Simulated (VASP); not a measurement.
# H3WCl4 (R3m) in VASP: notebook, part 2 of 2

VASP 6.6.1. The steps go on from the part before.

### Step 3. Relaxation of cell and atoms, PBE

This run uses another cell than the first one, of 18.50 Å³/atom.

INCAR

```
SYSTEM = H3WCl4
PREC = Accurate
ENCUT = 600
EDIFF = 1E-6
ISMEAR = 0
SIGMA = 0.2
LREAL = .False.
LASPH = .True.
NELM = 80
ALGO = Normal
ISIF = 3
LWAVE = .False.
LCHARG = .False.
GGA = PE
IBRION = 2
NSW = 36
EDIFFG = -0.08
```

KPOINTS

```
Automatic mesh
0
Gamma
  3 3 3
  0 0 0
```

POSCAR

```
H3WCl4
1.0
    3.4500000000      1.9918584300      3.5900000000
   -3.4500000000      1.9918584300      3.5900000000
    0.0000000000     -3.9837168600      3.5900000000
H W Cl
3 1 4
Direct
    0.8130000000      0.8130000000      0.2150000000
    0.8130000000      0.2150000000      0.8130000000
    0.2150000000      0.8130000000      0.8130000000
    0.0000000000      0.0000000000      0.0000000000
    0.7860000000      0.7860000000      0.7860000000
    0.2530000000      0.7070000000      0.2530000000
    0.7070000000      0.2530000000      0.2530000000
    0.2530000000      0.2530000000      0.7070000000
```

Potentials or basis: VASP PAW PBE potentials, release 64 (H, W_sv, Cl).

On the command line:

```bash
$ cat potpaw_PBE.64/H/POTCAR potpaw_PBE.64/W_sv/POTCAR potpaw_PBE.64/Cl/POTCAR > POTCAR
$ mpirun -np 1 vasp_std > vasp.out
```

OUTCAR:

```text
SYSTEM = H3WCl4
   PREC = Accurate
   ENCUT = 600
   EDIFF = 1E-6
   ISMEAR = 0
   LREAL = .False.
   LASPH = .True.
   NELM = 80
   ISIF = 3
   GGA = PE
   IBRION = 2
   NSW = 36
   EDIFFG = -0.08

 ion  position               nearest neighbor table
   1  0.813  0.813  0.215-   4 1.70
   2  0.813  0.215  0.813-   4 1.70
   3  0.215  0.813  0.813-   4 1.70
   4  0.000  0.000  0.000-   2 1.70   3 1.70   1 1.70   5 2.30   6 2.31   7 2.31   8 2.31
   5  0.786  0.786  0.786-   4 2.30
   6  0.253  0.707  0.253-   4 2.31
   7  0.707  0.253  0.253-   4 2.31
   8  0.253  0.253  0.707-   4 2.31

  LATTYP: Found a trigonal (rhomboedric) cell.
 ALAT       =     5.3626579236
 COS(alpha) =     0.1722332144

  Lattice vectors:

 A1 = (   3.4500000000,   1.9918584300,   3.5900000000)
 A2 = (  -3.4500000000,   1.9918584300,   3.5900000000)
 A3 = (   0.0000000000,  -3.9837168600,   3.5900000000)

Analysis of symmetry for initial positions (statically):
=====================================================================
 Subroutine PRICEL returns:
 Original cell was already a primitive cell.

 Routine SETGRP: Setting up the symmetry group for a
 trigonal (rhombohedral) supercell.

 Subroutine GETGRP returns: Found  6 space group operations
 (whereof  6 operations were pure point group operations)
 out of a pool of 12 trial point group operations.

The static configuration has the point symmetry C_3v.

Analysis of symmetry for dynamics (positions and initial velocities):
=====================================================================
 Subroutine PRICEL returns:
 Original cell was already a primitive cell.

 Routine SETGRP: Setting up the symmetry group for a
 trigonal (rhombohedral) supercell.

 Subroutine GETGRP returns: Found  6 space group operations
 (whereof  6 operations were pure point group operations)
 out of a pool of 12 trial point group operations.

The dynamic configuration has the point symmetry C_3v.

 Subroutine INISYM returns: Found  6 space group operations
 (whereof  6 operations are pure point group operations),
 and found     1 'primitive' translations

----------------------------------------------------------------------------------------

                                     Primitive cell

  volume of cell :     148.0210

  direct lattice vectors                    reciprocal lattice vectors
     3.450000000  1.991858430  3.590000000     0.144927536  0.083673952  0.092850511
    -3.450000000  1.991858430  3.590000000    -0.144927536  0.083673952  0.092850511
     0.000000000 -3.983716860  3.590000000     0.000000000 -0.167347904  0.092850511

  length of vectors
     5.362657924  5.362657924  5.362657925     0.191380611  0.191380611  0.191380611

  position of ions in fractional coordinates (direct lattice)
     0.813000000  0.813000000  0.215000000
     0.813000000  0.215000000  0.813000000
     0.215000000  0.813000000  0.813000000
     0.000000000  0.000000000  0.000000000
     0.786000000  0.786000000  0.786000000
     0.253000000  0.707000000  0.253000000
     0.707000000  0.253000000  0.253000000
     0.253000000  0.253000000  0.707000000

  ion indices of the primitive-cell ions
   primitive index   ion index
                 1           1
                 2           2
                 3           3
                 4           4
                 5           5
                 6           6
                 7           7
                 8           8

[... 43 lines left out ...]
   PREC   = accura    normal or accurate (medium, high low for compatibility)
   ISTART =      0    job   : 0-new  1-cont  2-samecut
   ICHARG =      2    charge: 1-file 2-atom 10-const
   ISPIN  =      1    spin polarized calculation?
   LNONCOLLINEAR =      F non collinear calculations
   LSORBIT =      F    spin-orbit coupling
   LASPH  =      T    aspherical Exc in radial PAW
   ENCUT  =  600.0 eV  44.10 Ry    6.64 a.u.  10.71 10.71 10.71*2*pi/ulx,y,z
   NELM   =     80;   NELMIN=  2; NELMDL= -5     # of ELM steps
   EDIFF  = 0.1E-05   stopping-criterion for ELM
   LREAL  =      F    real-space projection
   EDIFFG = -.8E-01   stopping-criterion for IOM
   NSW    =     36    number of steps for IOM
   IBRION =      2    ionic relax: 0-MD 1-quasi-New 2-CG
   NFREE  =      1    steps in history (QN), initial steepest desc. (CG)
   ISIF   =      3    stress and relaxation
   ISYM   =      2    0-nonsym 1-usesym 2-fastsym
   POTIM  = 0.5000    time-step for ionic-motion
   TEBEG  =    0.0;   TEEND  =   0.0 temperature during run
   PSTRESS=    0.0 pullay stress
   NELECT =      45.0000    total number of electrons
   NUPDOWN=      -1.0000    fix difference up-down
   EMIN   =  10.00;   EMAX   =-10.00  energy-range for DOS
   EFERMI =   0.00;   METHOD = LEGACY
   ISMEAR =     0;   SIGMA  =   0.20  broadening in eV -4-tet -1-fermi 0-gaus
   EFERMI_NEDOS =   21; number of points for ismear=-14 and -15
   IALGO  =     38    algorithm
   IMIX   =      4    mixing-type and parameters
     AMIX     =   0.40;   BMIX     =  1.00
     AMIX_MAG =   1.60;   BMIX_MAG =  1.00
  volume/ion in A,a.u.               =      18.50       124.86
  Fermi-wavevector in a.u.,A,eV,Ry     =   1.100790  2.080192 16.486713  1.211739
  Thomas-Fermi vector in A             =   2.237207
   LORBIT       =      0    0 simple, 1 ext, 2 COOP (PROOUT), +10 PAW based schemes
   GGA     = PE    functional components
   LHFCALC =     F    Hartree Fock is set to
   AEXX    =    0.0000 exact exchange contribution
   IVDW    =     0    specifies the selected vdW correction
   LEPSILON=     F    determine dielectric tensor
   LRPA    =     F    only Hartree local field effects (RPA)
 conjugate gradient relaxation of ions
 non-spin polarized calculation
 Gauss-broadening in eV      SIGMA  =   0.20
  energy-cutoff  :      600.00
  volume of cell :      148.02
 maximum number of plane-waves:      4983
 NGX is ok and might be reduce to    48
   NGX = 21   NGY = 21   NGZ = 21

--------------------------------------- Ionic step        1  -------------------------------------------

 number of electron      45.0000000 magnetization

 Free energy of the ion-electron system (eV)
  ---------------------------------------------------
  ext. energy  EPLUGINS =         0.00000000
  ---------------------------------------------------
  free energy    TOTEN  =       -29.96804624 eV

  energy without entropy =      -29.90725999  energy(sigma->0) =      -29.93765311

------------------------ aborting loop because EDIFF is reached ----------------------------------------

  FORCE on cell =-STRESS in cart. coord.  units (eV):
  Direction    XX          YY          ZZ          XY          YZ          ZX
  --------------------------------------------------------------------------------------
  -------------------------------------------------------------------------------------
  Total        5.8671727      5.8671727      2.1313327      0.0000000      0.0000000     -0.0000000
  in kB       63.5062097     63.5062098     23.0695210      0.0000000      0.0000000     -0.0000000
  external PRESSURE =      50.0273135 kB  Pullay stress =       0.0000000 kB
[... 107 lines left out ...]
  FREE ENERGIE OF THE ION-ELECTRON SYSTEM (eV)
  ---------------------------------------------------
  free  energy   TOTEN  =       -30.3441756135 eV

  energy  without entropy=      -30.2447312859  energy(sigma->0) =      -30.29445345

 E-fermi :   0.0183     XC(G=0):  -8.0013

 val. band max:       -0.0430505831   @ k =   0.3333   0.3333  -0.0000
 cond. band min:       0.0479891759   @ k =  -0.3333   0.3333   0.0000
 fundamental gap:      0.0910397590
 Fermi energy:         0.0183368520

 k-point     1 :       0.0000    0.0000    0.0000
  band No.  band energies     occupation
      1     -74.3779      2.00000
      2     -38.9324      2.00000
      3     -38.3736      2.00000
      4     -38.3736      2.00000
      5     -15.5858      2.00000
      6     -14.1137      2.00000
[... 169 lines left out ...]
     26       4.2225      0.00000
     27       5.3668      0.00000

[... ionic steps 4 to 32 ...]

--------------------------------------- Ionic step       33  -------------------------------------------

 number of electron      44.9999997 magnetization

------------------------ aborting loop because EDIFF is reached ----------------------------------------
[... 79 lines left out ...]
--------------------------------------- Ionic step       35  -------------------------------------------

 number of electron      45.0000001 magnetization

 Free energy of the ion-electron system (eV)
  ---------------------------------------------------
  ext. energy  EPLUGINS =         0.00000000
  ---------------------------------------------------
  free energy    TOTEN  =       -31.30336709 eV

  energy without entropy =      -31.12064798  energy(sigma->0) =      -31.21200754

 E-fermi :  -1.5457     XC(G=0):  -7.0855

 val. band max:       -1.6061271872   @ k =  -0.3333   0.3333   0.3333
 cond. band min:       0.5216817381   @ k =   0.3333   0.3333  -0.0000
 fundamental gap:      2.1278089253
 Fermi energy:        -1.5456513012

 k-point     1 :       0.0000    0.0000    0.0000
  band No.  band energies     occupation
      1     -75.5035      2.00000
      2     -39.9420      2.00000
      3     -39.5521      2.00000
      4     -39.5521      2.00000
      5     -16.5058      2.00000
      6     -15.3165      2.00000
[... 204 lines left out ...]
  FREE ENERGIE OF THE ION-ELECTRON SYSTEM (eV)
  ---------------------------------------------------
  free  energy   TOTEN  =       -31.3033670882 eV

  energy  without entropy=      -31.1206479831  energy(sigma->0) =      -31.21200754

 reached required accuracy - stopping structural energy minimisation
```

Wall time 7.8 min (1 thread of Intel Xeon 6975P-C (Granite Rapids), shared host); peak memory 0.35 GiB.

Results:

```
Free energy                           : -31.3034 eV
Relaxed volume                        : 24.62 Å³/atom
Relaxed cell                          : a = 5.911 Å, b = 5.911 Å, c = 5.911 Å, α = 79.30°, β = 79.30°, γ = 79.30°
Space group after relaxing (to 0.1 Å) : R3m (No. 160)
Energy gained by relaxing             : 166.9 meV/atom
Ionic steps                           : 35
Pressure after relaxing               : -0.1 GPa
Largest force after relaxing          : 0.065 eV/Å
Band gap on the k mesh                : zero (an odd number of electrons rules out a gap without spin polarisation)
```

Forces in eV/Å, atoms in the order of the input:
```
H    0.000 -0.033  0.034
H   -0.029  0.016  0.034
H    0.029  0.016  0.034
W    0.000  0.000 -0.014
Cl   0.000  0.000 -0.016
Cl  -0.052  0.030 -0.024
Cl   0.052  0.030 -0.024
Cl   0.000 -0.061 -0.024
```

The path:
| step | energy change (eV) | largest force (eV/Å) | pressure (GPa) | volume (Å³) |
| --- | --- | --- | --- | --- |
| 1 | 0.0000 | 1.9749 | 5.00 | 148.02 |
| 2 | -0.3761 | 1.4728 | -1.06 | 160.72 |
| 3 | -0.3761 | 1.4862 | -1.00 | 160.50 |
| 4 | -0.5954 | 1.5240 | 0.32 | 163.04 |
| 5 | -0.6090 | 2.2467 | 0.77 | 163.79 |
| 6 | -0.7477 | 1.8387 | 0.60 | 165.38 |
| 7 | -1.0440 | 0.9513 | -0.02 | 170.17 |
| 8 | -1.0656 | 1.5571 | -1.80 | 179.69 |
| 9 | -1.1505 | 1.1828 | -0.91 | 175.06 |
| 10 | -1.2208 | 0.5053 | -0.35 | 173.70 |
| 11 | -1.2428 | 0.6066 | 0.34 | 172.42 |
| 12 | -1.2667 | 0.1609 | 0.74 | 172.48 |
| 13 | -1.2683 | 0.1628 | 0.88 | 172.50 |
| 14 | -1.2789 | 0.1436 | 0.26 | 174.44 |
| 15 | -1.2807 | 0.2181 | -0.14 | 175.72 |
| 16 | -1.2891 | 0.1865 | -0.14 | 176.64 |
| 17 | -1.3052 | 0.3337 | -0.14 | 179.41 |
| 18 | -1.2975 | 0.7044 | -0.11 | 185.04 |
| 19 | -1.3085 | 0.4660 | -0.13 | 181.37 |
| 20 | -1.3141 | 0.2525 | 0.03 | 181.96 |
| 21 | -1.3164 | 0.0839 | 0.22 | 182.60 |
| 22 | -1.3164 | 0.1146 | 0.24 | 182.67 |
| 23 | -1.3176 | 0.1130 | 0.21 | 183.09 |
| 24 | -1.3201 | 0.1085 | 0.10 | 184.33 |
| 25 | -1.3219 | 0.1779 | -0.10 | 186.83 |
| 26 | -1.3231 | 0.1703 | -0.08 | 187.26 |
| 27 | -1.3254 | 0.1505 | -0.03 | 188.42 |
| 28 | -1.3259 | 0.4707 | 0.08 | 190.76 |
| 29 | -1.3263 | 0.3299 | 0.04 | 189.77 |
| 30 | -1.3282 | 0.2755 | 0.07 | 190.38 |
| 31 | -1.3317 | 0.1205 | 0.20 | 192.09 |
| 32 | -1.3311 | 0.3997 | 0.47 | 195.52 |
| 33 | -1.3327 | 0.2291 | 0.33 | 193.58 |
| 34 | -1.3348 | 0.1237 | 0.13 | 195.24 |
| 35 | -1.3353 | 0.0652 | -0.06 | 196.97 |

Final structure:
```cif
data_structure
_symmetry_space_group_name_H-M 'P 1'
_symmetry_Int_Tables_number 1
_cell_length_a 5.9112
_cell_length_b 5.9112
_cell_length_c 5.9112
_cell_angle_alpha 79.297
_cell_angle_beta 79.297
_cell_angle_gamma 79.297
_cell_volume 196.97
loop_
_atom_site_label
_atom_site_type_symbol
_atom_site_fract_x
_atom_site_fract_y
_atom_site_fract_z
_atom_site_occupancy
H1 H 0.81516 0.81516 0.20641 1
H2 H 0.81516 0.20641 0.81516 1
H3 H 0.20641 0.81516 0.81516 1
W1 W 0.96273 0.96273 0.96273 1
Cl1 Cl 0.77985 0.77985 0.77985 1
Cl2 Cl 0.23196 0.79677 0.23196 1
Cl3 Cl 0.79677 0.23196 0.23196 1
Cl4 Cl 0.23196 0.23196 0.79677 1
```

Levels at points of the mesh, in eV from the Fermi level:
| k point | band 20 | band 21 | band 22 | band 23 | band 24 | band 25 | band 26 | band 27 |
| --- | --- | --- | --- | --- | --- | --- | --- | --- |
| (0.00, 0.00, 0.00) | -0.77 | -0.48 | -0.13 | -0.13 | 2.07 | 2.07 | 4.29 | 5.32 |

Caveat: the k points lie up to 0.37 Å⁻¹ apart in the final cell, too coarse for converged energies and pressures of a metal; the volume moved by over 15 % at a fixed basis, so the end points are rough; spin-orbit coupling is left out, which moves the levels of the heavy elements; this functional lacks dispersion, which binds layers or chains, so the pressure and a relaxed spacing across them are unreliable; an odd number of electrons without spin polarisation forces a metal; a magnetic or distorted state may lie lower; the relaxation stopped at a loose force limit of 0.08 eV/Å, so its end isn't a converged minimum.

### Step 4. Single point, PBE

This run uses another cell than the first one, of 22.30 Å³/atom.

INCAR

```
PREC     = Accurate       # precision mode
ENCUT    = 520            # plane-wave cutoff, eV
EDIFF    = 1E-6           # SCF threshold, eV
ISMEAR   = 0              # smearing method
SIGMA    = 0.1            # smearing width, eV
LREAL    = F              # projectors in reciprocal space
LASPH    = T              # aspherical terms in the spheres
NELM     = 80             # most SCF steps
ALGO     = Normal         # electronic algorithm
ISIF     = 2              # what is computed and relaxed
LWAVE    = F              # write WAVECAR
LCHARG   = F              # write CHGCAR
GGA      = PE             # functional
NBANDS   = 32             # bands
```

KPOINTS

```
Automatic mesh
0
Gamma
  6 6 6
```

POSCAR

```
H3WCl4
1.0
    3.9276745603      2.2676439647      3.3377741945
   -3.9276745603      2.2676439647      3.3377741945
    0.0000000000     -4.5352879294      3.3377741946
H W Cl
3 1 4
Direct
    0.8140980599      0.8140980599      0.1917392286
    0.8140980599      0.1917392286      0.8140980599
    0.1917392286      0.8140980599      0.8140980599
    0.9587554934      0.9587554934      0.9587554934
    0.7391613086      0.7391613086      0.7391613086
    0.2460863890      0.8299750716      0.2460863890
    0.8299750716      0.2460863890      0.2460863890
    0.2460863890      0.2460863890      0.8299750716
```

On the command line:

```bash
$ cat potpaw_PBE.64/H/POTCAR potpaw_PBE.64/W_sv/POTCAR potpaw_PBE.64/Cl/POTCAR > POTCAR
$ mpirun -np 1 vasp_std > vasp.out
```

Wall time 70 s (1 thread of Intel Xeon 6975P-C (Granite Rapids), shared host); peak memory 0.35 GiB.

Results (log left out):

- Free energy: -31.2690 eV
- Pressure: -0.1 GPa
- Largest force: 0.013 eV/Å
- Band gap on the k mesh: zero (an odd number of electrons rules out a gap without spin polarisation)

Forces in eV/Å, atoms in the order of the input:
```
H    0.000 -0.013 -0.003
H   -0.011  0.007 -0.003
H    0.011  0.007 -0.003
W    0.000  0.000 -0.004
Cl   0.000  0.000  0.010
Cl   0.001 -0.001  0.001
Cl  -0.001 -0.001  0.001
Cl   0.000  0.001  0.001
```

Levels at points of the mesh, in eV from the Fermi level:
```csv
k point,band 19,band 20,band 21,band 22,band 23,band 24,band 25,band 26,band 27,band 28
"(0.00, 0.00, 0.00)",-1.33,-0.91,-0.32,-0.24,-0.24,2.17,2.17,4.29,5.33,5.33
"(0.50, 0.00, 0.00)",-1.02,-0.90,-0.33,-0.15,-0.08,2.10,2.13,4.67,5.19,5.80
"(0.50, 0.50, 0.00)",-0.82,-0.78,-0.33,-0.05,0.02,2.04,2.11,5.16,5.24,5.92
"(0.50, 0.50, 0.50)",-0.84,-0.63,-0.13,0.03,0.03,2.12,2.12,5.10,5.75,5.75
```

Caveat: spin-orbit coupling is left out, which moves the levels of the heavy elements; an odd number of electrons without spin polarisation forces a metal; a magnetic or distorted state may lie lower.

### Step 5. The runs side by side

```csv
task,cell,k mesh,cutoff (eV),smearing,gap on the mesh (eV),pressure (GPa),largest force (eV/Å)
single point,"a = 5.730 Å, angles 84.8°, 8 atoms, atomic positions A",3 × 3 × 3,520,gaussian 0.2 eV,none,-0.1,0.05
relaxation of cell and atoms,"relaxed from a = 5.363 Å, angles 80.1°, 8 atoms, atomic positions B",3 × 3 × 3,600,gaussian 0.2 eV,none,-0.1,0.07
single point,"a = 5.631 Å, angles 88.5°, 8 atoms, atomic positions C",6 × 6 × 6,520,gaussian 0.1 eV,none,-0.1,0.01
```

Alike in all rows: level PBE; potentials or basis VASP PAW PBE potentials, release 64 (H, W_sv, Cl); no spin polarisation.

Caveats: some runs use coarse meshes; spin-orbit coupling is left out, which moves the levels of the heavy elements; an odd number of electrons without spin polarisation forces a metal; a magnetic or distorted state may lie lower; the volume moved by over 15 % at a fixed basis, so the end points are rough (at least some runs); this functional lacks dispersion, which binds layers or chains, so the pressure and a relaxed spacing across them are unreliable (at least some runs); the relaxation stopped at a loose force limit of 0.08 eV/Å, so its end isn't a converged minimum (at least some runs).

Total energies depend on the potentials used, so only differences within one code and one set of settings carry meaning.

The gap in the log of VASP goes by the Fermi energy; the results here count the filled bands.